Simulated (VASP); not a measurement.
In: single point with BLYP

In:

```
CELL_PARAMETERS angstrom
0.00000 3.40165 3.40165
3.40165 0.00000 3.40165
3.40165 3.40165 0.00000
ATOMIC_POSITIONS crystal
In 0.12500 0.12500 0.12500
In 0.87500 0.87500 0.87500
```

This isn't the form of In at room conditions, which is tetragonal.

```json
{
  "Program": "VASP 6.6.1",
  "Task": "single point",
  "Functional": "BLYP",
  "Potentials or basis": "VASP PAW PBE potentials, release 64 (In_d)",
  "Cutoff": "520 eV",
  "k mesh": "9 × 9 × 9",
  "Occupations": "fermi-dirac, width 0.1 eV",
  "Spin": "no spin polarisation"
}
```

```json
{"Pressure": "1.2 GPa", "Band gap on the k mesh": "zero (bands 13 and 14 overlap by 2.79 eV)"}
```

Levels at points of the mesh, in eV from the Fermi level:
```csv
k point,band 9,band 10,band 11,band 12,band 13,band 14,band 15,band 16,band 17,band 18
"(0.00, 0.00, 0.00)",-14.17,-14.17,-7.76,1.44,2.12,2.12,2.12,3.79,3.79,3.79
```

Wall time 82 s on 1 thread of Intel Xeon 8259CL, with other jobs on the host, peak memory 0.22 GiB.

Caveat: the PAW data sets were made with another functional, which shifts forces and pressure a little; spin-orbit coupling is left out, which moves the levels of the heavy elements.
